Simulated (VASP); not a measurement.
# Ta4Al (Im-3m) in VASP: a series of runs

Ta4Al is run at these levels: PBE; tasks: single point, relaxation of cell and atoms.

Everything below comes from runs of VASP 6.6.1. Logs are shortened: lines on timing, memory, paths and dates and some standing lists are left out, and cuts for length are marked.

## (1) The cell of the first run

Symmetry: Im-3m, No. 229, cubic system. Conventional cell: a = 5.930 Å, b = 5.930 Å, c = 5.930 Å, α = 90.00°, β = 90.00°, γ = 90.00°. Ta (site symmetry -3m) has 2 Al at 2.57 Å and 6 Ta at 2.96 Å within 3.4 Å. Al (site symmetry m-3m) has 8 Ta at 2.57 Å within 3.4 Å.

The cell was built from a structure type or drawn by symmetry, and may not be a known phase.

## (2) Single point, PBE

Input file INCAR:

```
PREC     = Accurate       # precision mode
ENCUT    = 520            # plane-wave cutoff, eV
EDIFF    = 1E-6           # SCF threshold, eV
ISMEAR   = 0              # smearing method
SIGMA    = 0.1            # smearing width, eV
LREAL    = F              # projectors in reciprocal space
LASPH    = T              # aspherical terms in the spheres
NELM     = 100            # most SCF steps
ALGO     = Normal         # electronic algorithm
ISIF     = 2              # what is computed and relaxed
LWAVE    = F              # write WAVECAR
LCHARG   = F              # write CHGCAR
GGA      = PE             # functional
NBANDS   = 32             # bands
```

Input file KPOINTS:

```
regular mesh
0
Gamma
  10 10 10
```

Input file POSCAR:

```
Ta4Al
1.0
   -2.9649001661      2.9649001661      2.9649001661
    2.9649001661     -2.9649001661      2.9649001661
    2.9649001661      2.9649001661     -2.9649001661
Ta Al
4 1
Direct
    0.0000000000      0.0000000000      0.5000000000
    0.5000000000      0.0000000000      0.0000000000
    0.5000000000      0.5000000000      0.5000000000
    0.0000000000      0.5000000000      0.0000000000
    0.0000000000      0.0000000000      0.0000000000
```

Potentials or basis: VASP PAW PBE potentials, release 64 (Ta_pv, Al).

Launch:

```bash
cat potpaw_PBE.64/Ta_pv/POTCAR potpaw_PBE.64/Al/POTCAR > POTCAR
mpirun -np 1 vasp_std > vasp.out
```

OUTCAR:

```text
PREC = Accurate
   ENCUT = 520
   EDIFF = 1E-6
   ISMEAR = 0
   LREAL = F
   LASPH = T
   NELM = 100
   ISIF = 2
   GGA = PE

 ion  position               nearest neighbor table
   1  0.000  0.000  0.500-   5 2.57   5 2.57   4 2.96   2 2.96   3 2.96   4 2.96   2 2.96   3 2.96

   2  0.500  0.000  0.000-   5 2.57   5 2.57   4 2.96   1 2.96   3 2.96   3 2.96   1 2.96   4 2.96

   3  0.500  0.500  0.500-   5 2.57   5 2.57   4 2.96   1 2.96   2 2.96   4 2.96   1 2.96   2 2.96

   4  0.000  0.500  0.000-   5 2.57   5 2.57   3 2.96   1 2.96   2 2.96   1 2.96   3 2.96   2 2.96

   5  0.000  0.000  0.000-   1 2.57   2 2.57   3 2.57   4 2.57   1 2.57   4 2.57   2 2.57   3 2.57

  LATTYP: Found a body centered cubic cell.
 ALAT       =     5.9298003322

  Lattice vectors:

 A1 = (  -2.9649001661,   2.9649001661,   2.9649001661)
 A2 = (   2.9649001661,  -2.9649001661,   2.9649001661)
 A3 = (   2.9649001661,   2.9649001661,  -2.9649001661)

Analysis of symmetry for initial positions (statically):
=====================================================================
 Subroutine PRICEL returns:
 Original cell was already a primitive cell.

 Routine SETGRP: Setting up the symmetry group for a
 body centered cubic supercell.

 Subroutine GETGRP returns: Found 48 space group operations
 (whereof 48 operations were pure point group operations)
 out of a pool of 48 trial point group operations.

The static configuration has the point symmetry O_h .

Analysis of symmetry for dynamics (positions and initial velocities):
=====================================================================
 Subroutine PRICEL returns:
 Original cell was already a primitive cell.

 Routine SETGRP: Setting up the symmetry group for a
 body centered cubic supercell.

 Subroutine GETGRP returns: Found 48 space group operations
 (whereof 48 operations were pure point group operations)
 out of a pool of 48 trial point group operations.

The dynamic configuration has the point symmetry O_h .

 Subroutine INISYM returns: Found 48 space group operations
 (whereof 48 operations are pure point group operations),
 and found     1 'primitive' translations

----------------------------------------------------------------------------------------

                                     Primitive cell
[... 89 lines left out ...]
   ISTART =      0    job   : 0-new  1-cont  2-samecut
   ICHARG =      2    charge: 1-file 2-atom 10-const
   ISPIN  =      1    spin polarized calculation?
   LNONCOLLINEAR =      F non collinear calculations
   LSORBIT =      F    spin-orbit coupling
   LASPH  =      T    aspherical Exc in radial PAW
   ENCUT  =  520.0 eV  38.22 Ry    6.18 a.u.   9.55  9.55  9.55*2*pi/ulx,y,z
   NELM   =    100;   NELMIN=  2; NELMDL= -5     # of ELM steps
   EDIFF  = 0.1E-05   stopping-criterion for ELM
   LREAL  =      F    real-space projection
[... 7 lines left out ...]
   TEBEG  =    0.0;   TEEND  =   0.0 temperature during run
   PSTRESS=    0.0 pullay stress
   NELECT =      47.0000    total number of electrons
   NUPDOWN=      -1.0000    fix difference up-down
   EMIN   =  10.00;   EMAX   =-10.00  energy-range for DOS
   EFERMI =   0.00;   METHOD = LEGACY
   ISMEAR =     0;   SIGMA  =   0.10  broadening in eV -4-tet -1-fermi 0-gaus
   EFERMI_NEDOS =   21; number of points for ismear=-14 and -15
   IALGO  =     38    algorithm
   IMIX   =      4    mixing-type and parameters
     AMIX     =   0.40;   BMIX     =  1.00
     AMIX_MAG =   1.60;   BMIX_MAG =  1.00
  volume/ion in A,a.u.               =      20.85       140.71
  Fermi-wavevector in a.u.,A,eV,Ry     =   1.255290  2.372154 21.439419  1.575753
  Thomas-Fermi vector in A             =   2.389054
   LORBIT       =      0    0 simple, 1 ext, 2 COOP (PROOUT), +10 PAW based schemes
   GGA     = PE    functional components
   LHFCALC =     F    Hartree Fock is set to
   AEXX    =    0.0000 exact exchange contribution
   IVDW    =     0    specifies the selected vdW correction
   LEPSILON=     F    determine dielectric tensor
   LRPA    =     F    only Hartree local field effects (RPA)
 non-spin polarized calculation
 Gauss-broadening in eV      SIGMA  =   0.10
  energy-cutoff  :      520.00
  volume of cell :      104.25
 maximum number of plane-waves:      2838
 NGX is ok and might be reduce to    40
   NGX = 19   NGY = 19   NGZ = 19

 number of electron      47.0000003 magnetization

 Free energy of the ion-electron system (eV)
  ---------------------------------------------------
  ext. energy  EPLUGINS =         0.00000000
  ---------------------------------------------------
  free energy    TOTEN  =       -45.65487502 eV

  energy without entropy =      -45.63057870  energy(sigma->0) =      -45.64272686

 E-fermi :   4.6425     XC(G=0): -11.2493

 val. band max:        4.6389373348   @ k =  -0.3000   0.4000   0.1000
 cond. band min:       4.6602555235   @ k =   0.4000   0.1000   0.0000
 fundamental gap:      0.0213181887
 Fermi energy:         4.6425035640

 k-point     1 :       0.0000    0.0000    0.0000
  band No.  band energies     occupation
      1     -30.0435      2.00000
      2     -30.0435      2.00000
      3     -30.0435      2.00000
      4     -29.9665      2.00000
      5     -29.9665      2.00000
      6     -29.9665      2.00000
[... 829 lines left out ...]
     31       7.5271      0.00000
     32       7.7781      0.00000

 [... further k-points ...]

------------------------ aborting loop because EDIFF is reached ----------------------------------------

  FORCE on cell =-STRESS in cart. coord.  units (eV):
  Direction    XX          YY          ZZ          XY          YZ          ZX
  --------------------------------------------------------------------------------------
  -------------------------------------------------------------------------------------
  Total       -0.0022405     -0.0022405     -0.0022405      0.0000000     -0.0000000     -0.0000000
  in kB       -0.0344322     -0.0344322     -0.0344322      0.0000000     -0.0000000     -0.0000000
  external PRESSURE =      -0.0344322 kB  Pullay stress =       0.0000000 kB

 VOLUME and BASIS-vectors are now :
 -----------------------------------------------------------------------------
  energy-cutoff  :      520.00
  volume of cell :      104.25
      direct lattice vectors                 reciprocal lattice vectors
    -2.964900166  2.964900166  2.964900166     0.000000000  0.168639742  0.168639742
     2.964900166 -2.964900166  2.964900166     0.168639742  0.000000000  0.168639742
     2.964900166  2.964900166 -2.964900166     0.168639742  0.168639742  0.000000000

 POSITION                                       TOTAL-FORCE (eV/Angst)
 -----------------------------------------------------------------------------------
      1.48245      1.48245     -1.48245         0.000000     -0.000000      0.000000
     -1.48245      1.48245      1.48245        -0.000000     -0.000000     -0.000000
      1.48245      1.48245      1.48245         0.000000      0.000000     -0.000000
      1.48245     -1.48245      1.48245         0.000000      0.000000      0.000000
      0.00000      0.00000      0.00000         0.000000      0.000000      0.000000
 -----------------------------------------------------------------------------------
    total drift:                                0.000000     -0.000000      0.000000

  FREE ENERGIE OF THE ION-ELECTRON SYSTEM (eV)
  ---------------------------------------------------
  free  energy   TOTEN  =       -45.6548750209 eV

  energy  without entropy=      -45.6305787035  energy(sigma->0) =      -45.64272686
```

OSZICAR:

```text
N       E                     dE             d eps       ncg     rms          rms(c)
DAV:   1     0.417974227018E+03    0.41797E+03   -0.24846E+04  3032   0.141E+03
DAV:   2    -0.320805757551E+02   -0.45005E+03   -0.43480E+03  3416   0.414E+02
DAV:   3    -0.486769119884E+02   -0.16596E+02   -0.15813E+02  3984   0.707E+01
DAV:   4    -0.490151486666E+02   -0.33824E+00   -0.33488E+00  3728   0.953E+00
DAV:   5    -0.490256004556E+02   -0.10452E-01   -0.10444E-01  3944   0.157E+00    0.222E+01
DAV:   6    -0.459148532200E+02    0.31107E+01   -0.74338E+00  3488   0.133E+01    0.959E+00
DAV:   7    -0.456735376197E+02    0.24132E+00   -0.17202E+00  4080   0.630E+00    0.225E+00
DAV:   8    -0.456557918048E+02    0.17746E-01   -0.11822E-01  3496   0.127E+00    0.101E+00
DAV:   9    -0.456557119877E+02    0.79817E-04   -0.19451E-02  3776   0.680E-01    0.365E-01
DAV:  10    -0.456548937193E+02    0.81827E-03   -0.39793E-03  3600   0.313E-01    0.179E-01
DAV:  11    -0.456548948961E+02   -0.11769E-05   -0.29106E-04  4104   0.835E-02    0.289E-02
DAV:  12    -0.456548744754E+02    0.20421E-04   -0.40184E-05  3624   0.263E-02    0.116E-02
DAV:  13    -0.456548750209E+02   -0.54543E-06   -0.41928E-06  3376   0.950E-03
   1 F= -.45654875E+02 E0= -.45642727E+02  d E =-.242963E-01
```

Wall time 78 s (1 thread of Intel Xeon 6975P-C (Granite Rapids), shared host); peak memory 0.3 GiB.

What came out:

* Free energy: -45.6549 eV
* Pressure: 0.0 GPa
* Band gap on the k mesh: zero (an odd number of electrons rules out a gap without spin polarisation)

Caveat: spin-orbit coupling is left out, which moves the levels of the heavy elements.

## (3) Relaxation of cell and atoms, PBE

Input file INCAR:

```
PREC = Accurate ; ENCUT = 600
EDIFF = 1E-6 ; ISMEAR = 0
SIGMA = 0.1 ; LREAL = False
LASPH = True ; NELM = 100
ALGO = Normal ; ISIF = 3
LWAVE = False ; LCHARG = False
GGA = PE ; IBRION = 2
NSW = 100 ; EDIFFG = -0.01
```

KPOINTS is that of step 2.

Edit POSCAR of step 2 so:

```diff
@@ -2,5 +2,5 @@
 1.0
-   -2.9649001661      2.9649001661      2.9649001661
-    2.9649001661     -2.9649001661      2.9649001661
-    2.9649001661      2.9649001661     -2.9649001661
+   -2.9659522373      2.9659522373      2.9659522373
+    2.9659522373     -2.9659522373      2.9659522373
+    2.9659522373      2.9659522373     -2.9659522373
 Ta Al
```

Potentials or basis: VASP PAW PBE potentials, release 64 (Ta_pv, Al).

Launch:

```bash
cat potpaw_PBE.64/Ta_pv/POTCAR potpaw_PBE.64/Al/POTCAR > POTCAR
mpirun -np 1 vasp_std > vasp.out
```

Run time: 2.8 min. Hardware: 1 thread of Intel Xeon 6975P-C (Granite Rapids), shared host; peak memory 0.35 GiB.

It converged, with:

| Item | Value |
| --- | --- |
| Free energy | -45.6557 eV |
| Relaxed volume | 20.86 Å³/atom |
| Relaxed cell | a = 5.136 Å, b = 5.136 Å, c = 5.136 Å, α = 109.47°, β = 109.47°, γ = 109.47° |
| Space group after relaxing (to 0.1 Å) | Im-3m (No. 229) |
| Energy gained by relaxing | 0.0 meV/atom |
| Ionic steps | 3 |
| Pressure after relaxing | 0.0 GPa |
| Band gap on the k mesh | zero (an odd number of electrons rules out a gap without spin polarisation) |

Final structure:
```
Ta Al
1.0
    -2.96514    2.96514    2.96514
     2.96514   -2.96514    2.96514
     2.96514    2.96514   -2.96514
Ta Al
4 1
Direct
  0.00000 0.00000 0.50000
  0.50000 0.00000 0.00000
  0.50000 0.50000 0.50000
  0.00000 0.50000 0.00000
  0.00000 0.00000 0.00000
```

Levels at points of the mesh, in eV from the Fermi level:
```csv
k point,band 21,band 22,band 23,band 24,band 25,band 26,band 27,band 28
"(0.00, 0.00, 0.00)",-2.03,0.42,0.42,0.42,1.49,1.49,1.49,2.35
"(0.50, 0.00, 0.00)",-0.84,-0.78,-0.63,-0.08,0.62,0.79,0.81,0.83
"(0.50, 0.50, 0.50)",-1.53,-1.53,-0.62,-0.62,1.08,1.08,1.08,1.80
```

Caveat: spin-orbit coupling is left out, which moves the levels of the heavy elements.

## (4) Single point, PBE

This run uses another cell than the first one, of 15.83 Å³/atom.

Input file INCAR:

```
PREC     = Accurate       # precision mode
ENCUT    = 520            # plane-wave cutoff, eV
EDIFF    = 1E-6           # SCF threshold, eV
ISMEAR   = 0              # smearing method
SIGMA    = 0.1            # smearing width, eV
LREAL    = False          # projectors in reciprocal space
LASPH    = True           # aspherical terms in the spheres
NELM     = 100            # most SCF steps
ALGO     = Normal         # electronic algorithm
ISIF     = 2              # what is computed and relaxed
LWAVE    = False          # write WAVECAR
LCHARG   = False          # write CHGCAR
GGA      = PE             # functional
NBANDS   = 32             # bands
```

Input file KPOINTS:

```
Automatic mesh
0
Gamma
  4 4 4
```

Edit POSCAR of step 3 so:

```diff
@@ -2,5 +2,5 @@
 1.0
-   -2.9659522373      2.9659522373      2.9659522373
-    2.9659522373     -2.9659522373      2.9659522373
-    2.9659522373      2.9659522373     -2.9659522373
+   -2.7046856900      2.7046856900      2.7046856900
+    2.7046856900     -2.7046856900      2.7046856900
+    2.7046856900      2.7046856900     -2.7046856900
 Ta Al
```

Launch:

```bash
cat potpaw_PBE.64/Ta_pv/POTCAR potpaw_PBE.64/Al/POTCAR > POTCAR
mpirun -np 1 vasp_std > vasp.out
```

Run time: 11 s. Hardware: 1 thread of Intel Xeon 6975P-C (Granite Rapids), shared host; peak memory 0.2 GiB.

It converged, with:

* Free energy: -41.6163 eV
* Pressure: 61.7 GPa
* Band gap on the k mesh: zero (an odd number of electrons rules out a gap without spin polarisation)

Levels at points of the mesh, in eV from the Fermi level:
| k point | band 22 | band 23 | band 24 | band 25 | band 26 | band 27 |
| --- | --- | --- | --- | --- | --- | --- |
| (0.00, 0.00, 0.00) | 1.29 | 1.29 | 1.29 | 1.62 | 1.62 | 1.62 |
| (0.50, 0.00, 0.00) | -0.78 | -0.57 | -0.30 | 0.68 | 0.69 | 0.84 |
| (0.50, 0.50, 0.50) | -2.44 | -0.64 | -0.64 | 1.06 | 1.06 | 1.06 |

Caveat: the k points lie up to 0.41 Å⁻¹ apart, too coarse for converged energies and pressures of a metal; spin-orbit coupling is left out, which moves the levels of the heavy elements.

## (5) Summary

```tsv
task	cell	k mesh	cutoff (eV)	gap on the mesh (eV)	pressure (GPa)
single point	a = 5.135 Å, angles 109.5°, 5 atoms	10 × 10 × 10	520	none	0.0
relaxation of cell and atoms	relaxed from a = 5.137 Å, angles 109.5°, 5 atoms	10 × 10 × 10	600	none	0.0
single point	a = 4.685 Å, angles 109.5°, 5 atoms	4 × 4 × 4	520	none	61.7
```

Alike in all rows: level PBE; potentials or basis VASP PAW PBE potentials, release 64 (Ta_pv, Al); no spin polarisation; smearing gaussian 0.1 eV.

Caveats: some runs use coarse meshes; spin-orbit coupling is left out, which moves the levels of the heavy elements.

Total energies depend on the potentials used, so only differences within one code and one set of settings carry meaning.
